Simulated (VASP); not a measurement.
# B (Imm2) in VASP: a series of runs

Runs on B. Level: PBE. Tasks: single point, relaxation of cell and atoms.

Program: VASP 6.6.1. These are calculated values, not measurements. Logs are shortened: lines on timing, memory, paths and dates and some standing lists are left out, and cuts for length are marked.

### 1 The cell of the first run

It takes space group Imm2 (No. 44, orthorhombic). Conventional cell: a = 3.104 Å, b = 5.267 Å, c = 4.503 Å, α = 90.00°, β = 90.00°, γ = 90.00°. Within 2.2 Å of B (site symmetry m) lie 4 B at 1.66 to 2.16 Å. B (site symmetry m) has 4 B at 1.66 to 1.87 Å within 2.2 Å.

### 2 Single point, PBE

Input file INCAR:

```
ALGO = Normal ; EDIFF = 1E-7
ENCUT = 520 ; GGA = PE
ISIF = 2 ; ISMEAR = 0
LASPH = T ; LCHARG = F
LREAL = F ; LWAVE = F
NBANDS = 14 ; NELM = 100
PREC = Accurate ; SIGMA = 0.1
```

Input file KPOINTS:

```
k-points
0
Gamma
  8 8 8
```

Input file POSCAR:

```
B
1.0
   -1.5522191749      2.6333783926      2.2512744271
    1.5522191749     -2.6333783926      2.2512744271
    1.5522191749      2.6333783926     -2.2512744271
B
4
Direct
    0.0436658607      0.2485189419      0.7951469187
    0.4533720232      0.2485189419      0.2048530813
    0.2978349758      0.6201976756      0.6776373003
    0.9425603753      0.6201976756      0.3223626997
```

Potentials or basis: VASP PAW PBE potentials, release 64 (B).

On the command line:

```console
> cat potpaw_PBE.64/B/POTCAR > POTCAR
> mpirun -np 1 vasp_std > vasp.out
```

OUTCAR:

```text
EDIFF = 1E-7
   ENCUT = 520
   GGA = PE
   ISIF = 2
   ISMEAR = 0
   LASPH = T
   LREAL = F
   NELM = 100
   PREC = Accurate

 ion  position               nearest neighbor table
   1  0.044  0.249  0.795-   4 1.66   4 1.66   3 1.78   2 2.16
   2  0.453  0.249  0.205-   3 1.66   3 1.66   4 1.78   1 2.16
   3  0.298  0.620  0.678-   2 1.66   2 1.66   1 1.78   4 1.87
   4  0.943  0.620  0.322-   1 1.66   1 1.66   2 1.78   3 1.87

  LATTYP: Found a body centered orthorhombic cell.
 ALAT       =     3.1044383498
 B/A-ratio  =     1.4503585985
 C/A-ratio  =     1.6965248434

  Lattice vectors:

 A1 = (   1.5522191749,  -2.6333783926,  -2.2512744271)
 A2 = (  -1.5522191749,  -2.6333783926,   2.2512744271)
 A3 = (  -1.5522191749,   2.6333783926,  -2.2512744271)

Analysis of symmetry for initial positions (statically):
=====================================================================
 Subroutine PRICEL returns:
 Original cell was already a primitive cell.

 Routine SETGRP: Setting up the symmetry group for a
 body centered orthorhombic supercell.

 Subroutine GETGRP returns: Found  4 space group operations
 (whereof  4 operations were pure point group operations)
 out of a pool of  8 trial point group operations.

The static configuration has the point symmetry C_2v.

Analysis of symmetry for dynamics (positions and initial velocities):
=====================================================================
 Subroutine PRICEL returns:
 Original cell was already a primitive cell.

 Routine SETGRP: Setting up the symmetry group for a
 body centered orthorhombic supercell.

 Subroutine GETGRP returns: Found  4 space group operations
 (whereof  4 operations were pure point group operations)
 out of a pool of  8 trial point group operations.

The dynamic configuration has the point symmetry C_2v.

 Subroutine INISYM returns: Found  4 space group operations
 (whereof  4 operations are pure point group operations),
 and found     1 'primitive' translations

----------------------------------------------------------------------------------------

                                     Primitive cell

  volume of cell :      36.8091

  direct lattice vectors                    reciprocal lattice vectors
    -1.552219175  2.633378393  2.251274427     0.000000000  0.189870169  0.222096424
     1.552219175 -2.633378393  2.251274427     0.322119458  0.000000000  0.222096424
     1.552219175  2.633378393 -2.251274427     0.322119458  0.189870169  0.000000000

  length of vectors
     3.796353865  3.796353865  3.796353865     0.292194289  0.391264319  0.373913929

  position of ions in fractional coordinates (direct lattice)
     0.043665861  0.248518942  0.795146919
     0.453372023  0.248518942  0.204853081
     0.297834976  0.620197676  0.677637300
     0.942560375  0.620197676  0.322362700

  ion indices of the primitive-cell ions
   primitive index   ion index
                 1           1
                 2           2
                 3           3
                 4           4

----------------------------------------------------------------------------------------

 KPOINTS: k-points

Automatic generation of k-mesh.
 Grid dimensions read from file:
 generate k-points for:    8    8    8

 Generating k-lattice:

  Cartesian coordinates                     Fractional coordinates (reciprocal lattice)
     0.000000000  0.023733771  0.027762053     0.125000000  0.000000000  0.000000000
     0.040264932  0.000000000  0.027762053     0.000000000  0.125000000  0.000000000
     0.040264932  0.023733771  0.000000000     0.000000000  0.000000000  0.125000000

  Length of vectors
     0.036524286  0.048908040  0.046739241

  Shift w.r.t. Gamma in fractional coordinates (k-lattice)
     0.000000000  0.000000000  0.000000000

 Subroutine IBZKPT returns following result:
 ===========================================

 Found     95 irreducible k-points:

 Following reciprocal coordinates:
            Coordinates               Weight
  0.000000  0.000000  0.000000      1.000000
  0.125000  0.000000 -0.000000      4.000000
  0.250000  0.000000 -0.000000      4.000000
  0.375000  0.000000 -0.000000      4.000000
  0.500000  0.000000 -0.000000      2.000000
  0.000000  0.125000  0.000000      4.000000
[... 16 lines left out ...]
  0.125000  0.375000 -0.000000      8.000000
  0.250000  0.375000 -0.000000      8.000000
 [... further k-points ...]
   k-points           NKPTS =     95   k-points in BZ     NKDIM =     95   number of bands    NBANDS=     14
   number of dos      NEDOS =    301   number of ions     NIONS =      4
   total plane-waves  NPLWV =  21952
   dimension x,y,z NGX =    28 NGY =   28 NGZ =   28
   dimension x,y,z NGXF=    56 NGYF=   56 NGZF=   56
   ions per type =               4
   NGX,Y,Z   is equivalent  to a cutoff of  12.26, 12.26, 12.26 a.u.
   NGXF,Y,Z  is equivalent  to a cutoff of  24.52, 24.52, 24.52 a.u.
 SYSTEM =  unknown system
   PREC   = accura    normal or accurate (medium, high low for compatibility)
   ISTART =      0    job   : 0-new  1-cont  2-samecut
   ICHARG =      2    charge: 1-file 2-atom 10-const
   ISPIN  =      1    spin polarized calculation?
   LNONCOLLINEAR =      F non collinear calculations
   LSORBIT =      F    spin-orbit coupling
   LASPH  =      T    aspherical Exc in radial PAW
   ENCUT  =  520.0 eV  38.22 Ry    6.18 a.u.   7.06  7.06  7.06*2*pi/ulx,y,z
   NELM   =    100;   NELMIN=  2; NELMDL= -5     # of ELM steps
   EDIFF  = 0.1E-06   stopping-criterion for ELM
   LREAL  =      F    real-space projection
   EDIFFG = 0.1E-05   stopping-criterion for IOM
   NSW    =      0    number of steps for IOM
   IBRION =     -1    ionic relax: 0-MD 1-quasi-New 2-CG
   NFREE  =      0    steps in history (QN), initial steepest desc. (CG)
   ISIF   =      2    stress and relaxation
   ISYM   =      2    0-nonsym 1-usesym 2-fastsym
   POTIM  = 0.5000    time-step for ionic-motion
   TEBEG  =    0.0;   TEEND  =   0.0 temperature during run
   PSTRESS=    0.0 pullay stress
   NELECT =      12.0000    total number of electrons
   NUPDOWN=      -1.0000    fix difference up-down
   EMIN   =  10.00;   EMAX   =-10.00  energy-range for DOS
   EFERMI =   0.00;   METHOD = LEGACY
   ISMEAR =     0;   SIGMA  =   0.10  broadening in eV -4-tet -1-fermi 0-gaus
   EFERMI_NEDOS =   21; number of points for ismear=-14 and -15
   IALGO  =     38    algorithm
   IMIX   =      4    mixing-type and parameters
     AMIX     =   0.40;   BMIX     =  1.00
     AMIX_MAG =   1.60;   BMIX_MAG =  1.00
  volume/ion in A,a.u.               =       9.20        62.10
  Fermi-wavevector in a.u.,A,eV,Ry     =   1.126723  2.129197 17.272648  1.269504
  Thomas-Fermi vector in A             =   2.263406
   LORBIT       =      0    0 simple, 1 ext, 2 COOP (PROOUT), +10 PAW based schemes
   GGA     = PE    functional components
   LHFCALC =     F    Hartree Fock is set to
   AEXX    =    0.0000 exact exchange contribution
   IVDW    =     0    specifies the selected vdW correction
   LEPSILON=     F    determine dielectric tensor
   LRPA    =     F    only Hartree local field effects (RPA)
 non-spin polarized calculation
 Gauss-broadening in eV      SIGMA  =   0.10
  energy-cutoff  :      520.00
  volume of cell :       36.81
 maximum number of plane-waves:      1010
   NGX = 15   NGY = 15   NGZ = 15

 number of electron      12.0000000 magnetization

 Free energy of the ion-electron system (eV)
  ---------------------------------------------------
  ext. energy  EPLUGINS =         0.00000000
  ---------------------------------------------------
  free energy    TOTEN  =       -23.40219923 eV

  energy without entropy =      -23.39714519  energy(sigma->0) =      -23.39967221

 E-fermi :   3.4260     XC(G=0): -10.5493

 val. band max:        3.4155454395   @ k =   0.3750  -0.3750   0.2500
 cond. band min:       3.4766387842   @ k =  -0.1250   0.2500   0.0000
 fundamental gap:      0.0610933447
 Fermi energy:         3.4260084208

 k-point     1 :       0.0000    0.0000    0.0000
  band No.  band energies     occupation
      1      -9.5429      2.00000
      2      -0.8607      2.00000
      3      -0.3479      2.00000
      4       0.4487      2.00000
      5       1.6286      2.00000
      6       2.0486      2.00000
      7       3.7191      0.00003
      8       7.1289      0.00000
      9       7.8951      0.00000
     10       9.1253      0.00000
     11      10.9412      0.00000
     12      12.6918      0.00000
     13      13.9974      0.00000
     14      15.7727      0.00000

 k-point     2 :       0.1250    0.0000   -0.0000
  band No.  band energies     occupation
      1      -9.3982      2.00000
      2      -2.1097      2.00000
      3      -0.0019      2.00000
      4       0.8978      2.00000
      5       1.3789      2.00000
      6       2.2374      2.00000
      7       4.3597      0.00000
      8       6.8114      0.00000
      9       7.7998      0.00000
     10       9.0273      0.00000
     11      11.0246      0.00000
     12      12.9650      0.00000
     13      14.4800      0.00000
     14      16.0120      0.00000

 k-point     3 :       0.2500    0.0000   -0.0000
  band No.  band energies     occupation
      1      -8.9772      2.00000
      2      -3.7378      2.00000
      3       0.0160      2.00000
      4       1.0308      2.00000
      5       1.6924      2.00000
      6       2.4359      2.00000
      7       5.0741      0.00000
      8       6.5383      0.00000
      9       7.6851      0.00000
     10       8.9264      0.00000
     11      11.0389      0.00000
     12      13.7926      0.00000
     13      15.4696      0.00000
     14      16.5898      0.00000

 k-point     4 :       0.3750    0.0000   -0.0000
  band No.  band energies     occupation
      1      -8.3522      2.00000
      2      -5.1585      2.00000
      3       0.0381      2.00000
      4       0.7822      2.00000
      5       2.4623      2.00000
      6       2.5325      2.00000
      7       4.7122      0.00000
      8       6.3096      0.00000
      9       7.9858      0.00000
     10       9.4244      0.00000
     11      10.7985      0.00000
     12      15.1153      0.00000
     13      16.4091      0.00000
     14      17.4443      0.00000

 k-point     5 :       0.5000    0.0000   -0.0000
  band No.  band energies     occupation
      1      -7.9196      2.00000
      2      -5.8651      2.00000
      3       0.0566      2.00000
      4       0.6934      2.00000
      5       2.5579      2.00000
      6       2.8728      2.00000
      7       4.4153      0.00000
      8       6.0743      0.00000
      9       8.0430      0.00000
     10      10.1212      0.00000
     11      10.4693      0.00000
[... 276 lines left out ...]
 k-point    22 :       0.0000    0.3750   -0.0000
  band No.  band energies     occupation
      1      -7.1793      2.00000
      2      -3.2293      2.00000
      3      -2.3543      2.00000
      4      -1.0566      2.00000
      5       0.2823      2.00000
      6       2.0538      2.00000
      7       4.1559      0.00000
      8       5.6462      0.00000
      9      10.0205      0.00000
     10      11.5814      0.00000
     11      13.3325      0.00000
     12      14.3739      0.00000
     13      15.5528      0.00000
     14      16.8304      0.00000

 k-point    23 :       0.1250    0.3750   -0.0000
  band No.  band energies     occupation
      1      -6.6154      2.00000
      2      -3.8281      2.00000
      3      -3.2200      2.00000
      4      -0.7148      2.00000
      5      -0.0547      2.00000
      6       2.5667      2.00000
      7       4.7368      0.00000
      8       5.7071      0.00000
      9       9.9468      0.00000
     10      12.2713      0.00000
     11      13.4114      0.00000
     12      14.1653      0.00000
     13      15.2579      0.00000
     14      16.3069      0.00000

 k-point    24 :       0.2500    0.3750   -0.0000
  band No.  band energies     occupation
      1      -6.0607      2.00000
      2      -4.3680      2.00000
      3      -3.8038      2.00000
      4      -0.4904      2.00000
      5       0.1170      2.00000
      6       2.9730      2.00000
      7       4.6746      0.00000
      8       5.5700      0.00000
      9       9.3431      0.00000
     10      12.2517      0.00000
     11      13.4324      0.00000
     12      14.1062      0.00000
     13      16.0580      0.00000
     14      17.0749      0.00000

 [... further k-points ...]
[... 5 lines left out ...]
  --------------------------------------------------------------------------------------
  -------------------------------------------------------------------------------------
  Total       -0.0651933     -0.0240721     -0.0029072      0.0000000      0.0000000      0.0000000
  in kB       -2.8376491     -1.0477773     -0.1265411      0.0000000      0.0000000      0.0000000
  external PRESSURE =      -1.3373225 kB  Pullay stress =       0.0000000 kB

 VOLUME and BASIS-vectors are now :
 -----------------------------------------------------------------------------
  energy-cutoff  :      520.00
  volume of cell :       36.81
      direct lattice vectors                 reciprocal lattice vectors
    -1.552219175  2.633378393  2.251274427     0.000000000  0.189870169  0.222096424
     1.552219175 -2.633378393  2.251274427     0.322119458  0.000000000  0.222096424
     1.552219175  2.633378393 -2.251274427     0.322119458  0.189870169  0.000000000

 POSITION                                       TOTAL-FORCE (eV/Angst)
 -----------------------------------------------------------------------------------
      1.55222      1.55447     -1.13231        -0.000000     -0.002752     -0.002909
      0.00000      1.07891      1.11897        -0.000000      0.002752     -0.002909
      1.55222      0.93557      0.54120         0.000000     -0.000307      0.002909
      0.00000      1.69781      2.79247         0.000000      0.000307      0.002909
 -----------------------------------------------------------------------------------
    total drift:                               -0.000000     -0.000000      0.000003

  FREE ENERGIE OF THE ION-ELECTRON SYSTEM (eV)
  ---------------------------------------------------
  free  energy   TOTEN  =       -23.4021992319 eV

  energy  without entropy=      -23.3971451881  energy(sigma->0) =      -23.39967221
```

Wall time 74 s (1 thread of Intel Xeon 8259CL, shared host); peak memory 0.17 GiB.

Results:

```yaml
Free_energy: -23.4022 eV
Pressure: -0.1 GPa
Largest_force: 0.004 eV/Å
Band_gap_on_the_k_mesh: zero (band 6 reaches 4.40 eV, above the bottom of band 7 at 2.17 eV)
```

Forces in eV/Å, atoms in the order of the input:
```
B    0.000 -0.003 -0.003
B    0.000  0.003 -0.003
B    0.000  0.000  0.003
B    0.000  0.000  0.003
```

### 3 Relaxation of cell and atoms, PBE

This run uses another cell than the first one, of 7.98 Å³/atom, 0.867 times its volume.

Input file INCAR:

```
PREC = Accurate ; ENCUT = 600
EDIFF = 1E-6 ; ISMEAR = 0
SIGMA = 0.1 ; LREAL = F
LASPH = T ; NELM = 60
ALGO = Normal ; ISIF = 3
LWAVE = F ; LCHARG = F
GGA = PE ; IBRION = 2
NSW = 90 ; EDIFFG = -0.04
```

Input file KPOINTS:

```
regular mesh
0
Gamma
  8 8 8
```

Input file POSCAR:

```
B
1.0
   -1.3562673700      2.6311771000      2.2362302400
    1.3562673700     -2.6311771000      2.2362302400
    1.3562673700      2.6311771000     -2.2362302400
B
4
Direct
    0.0116296500      0.2630089100      0.7486207400
    0.5143881600      0.2630089100      0.2513792600
    0.2589471500      0.6057077100      0.6532394400
    0.9524682700      0.6057077100      0.3467605600
```

Potentials or basis: VASP PAW PBE potentials, release 64 (B).

On the command line:

```console
> cat potpaw_PBE.64/B/POTCAR > POTCAR
> mpirun -np 1 vasp_std > vasp.out
```

Wall time 9.8 min (1 thread of Intel Xeon 8259CL, shared host); peak memory 0.18 GiB.

It converged, with:

| Item | Value |
| --- | --- |
| Free energy | -23.4011 eV |
| Relaxed volume | 9.20 Å³/atom |
| Relaxed cell | a = 3.799 Å, b = 3.799 Å, c = 3.799 Å, α = 131.79°, β = 91.70°, γ = 107.69° |
| Space group after relaxing (to 0.05 Å) | Imm2 (No. 44) |
| Energy gained by relaxing | 230.7 meV/atom |
| Ionic steps | 20 |
| Pressure after relaxing | 0.3 GPa |
| Largest force after relaxing | 0.019 eV/Å |
| Band gap on the k mesh | zero (band 6 reaches 4.41 eV, above the bottom of band 7 at 2.18 eV) |

Forces on the atoms (eV/Å):
```
B    0.000 -0.005  0.016
B    0.000  0.005  0.016
B    0.000  0.010 -0.016
B    0.000 -0.010 -0.016
```

Stress tensor (GPa, compression positive):
```
 0.47  0.00  0.00
 0.00 -0.13  0.00
 0.00  0.00  0.52
```

Step by step:
```tsv
step	energy change (eV)	largest force (eV/Å)	pressure (GPa)	volume (Å³)
1	0.0000	0.2175	36.25	31.92
2	-0.4982	1.0458	-11.46	40.94
3	-0.6593	0.8896	0.58	37.51
4	-0.7455	0.5803	-2.69	38.24
5	-0.7547	0.5197	-3.75	38.56
6	-0.8370	0.4070	-2.72	37.99
7	-0.8838	0.2506	-2.04	37.39
8	-0.8535	0.7228	-1.30	36.15
9	-0.8932	0.2850	-1.68	37.05
10	-0.8940	0.3501	-1.55	36.93
11	-0.9128	0.1108	2.61	36.04
12	-0.9133	0.1357	2.02	36.16
13	-0.9192	0.0826	0.36	36.55
14	-0.9196	0.1056	-0.42	36.75
15	-0.9196	0.1008	-0.23	36.71
16	-0.9211	0.0599	-0.09	36.79
17	-0.9211	0.0590	-0.05	36.81
18	-0.9218	0.0476	-0.11	36.82
19	-0.9226	0.0376	-0.28	36.86
20	-0.9229	0.0187	0.29	36.79
```

Final structure:
```yaml
crystal:
  lattice:
    - [-1.55124, 2.64581, 2.24112]
    - [1.55124, -2.64581, 2.24112]
    - [1.55124, 2.64581, -2.24112]
  atoms:
    - { symbol: B, position: [0.04091, 0.24797, 0.79294] }
    - { symbol: B, position: [0.45503, 0.24797, 0.20706] }
    - { symbol: B, position: [0.29568, 0.62074, 0.67493] }
    - { symbol: B, position: [0.94582, 0.62075, 0.32507] }
```

Levels at points of the mesh, in eV from the Fermi level:
```csv
k point,band 3,band 4,band 5,band 6,band 7,band 8,band 9,band 10
"(0.00, 0.00, 0.00)",-3.75,-2.97,-1.82,-1.35,0.27,3.84,4.34,5.72
"(0.50, 0.00, 0.00)",-3.41,-2.72,-0.87,-0.57,1.08,2.66,4.63,6.66
"(0.00, 0.50, 0.00)",-5.69,-5.05,-2.70,-2.29,1.48,2.25,7.16,8.71
"(0.50, 0.50, 0.00)",-4.21,-4.21,-2.73,-2.21,0.03,1.22,5.34,7.97
"(0.50, 0.50, 0.50)",-6.77,-4.19,-3.94,0.99,3.50,4.20,6.95,7.95
```

Caveat: the volume moved by over 15 % at a fixed basis, so the end points are rough.
